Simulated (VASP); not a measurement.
Li2CaO2, 5 atoms in the cell. It takes space group P-4m2 (No. 115, tetragonal). Conventional cell: a = 3.724 Å, b = 3.724 Å, c = 5.324 Å, α = 90.00°, β = 90.00°, γ = 90.00°. Li (site symmetry -4m2) has 4 O at 2.41 Å and 2 Ca at 2.66 Å within 3.2 Å. Li (site symmetry -4m2) has 4 O at 2.18 Å and 4 Ca at 2.63 Å within 2.9 Å. Ca (site symmetry -4m2) has 4 O at 2.18 Å and 6 Li at 2.63 to 2.66 Å within 2.9 Å. Within 2.9 Å of O (site symmetry 2mm) lie 4 Li at 2.18 to 2.41 Å and 2 Ca at 2.18 Å. 

```yaml
Program: VASP 6.6.1
Task: single point
Functional: PBE
Potentials_or_basis: VASP PAW PBE potentials, release 64 (Li_sv, Ca_sv, O)
Cutoff: 750 eV
k_mesh: 6 × 6 × 4
Occupations: gaussian, width 0.1 eV
Spin: no spin polarisation
Dipole_correction: no
Further_INCAR_settings: ALGO = Normal; EDIFF = 1e-06; NBANDS = 22
```

Potentials or basis: VASP PAW PBE potentials, release 64 (Li_sv, Ca_sv, O).

Run with:

```sh
$ cat potpaw_PBE.64/Li_sv/POTCAR potpaw_PBE.64/Ca_sv/POTCAR potpaw_PBE.64/O/POTCAR > POTCAR
$ mpirun -np 1 vasp_std > vasp.out
```

Hardware: 1 thread of Intel(R) Xeon(R) 6975P-C (Granite Rapids), with other jobs on the host.

Q: How long does it take, and how much memory?

A: It took 35 s on 1 thread of Intel(R) Xeon(R) 6975P-C (Granite Rapids), with other jobs on the host, peak memory 0.28 GiB. Counts: scf iterations 15, k points 30.
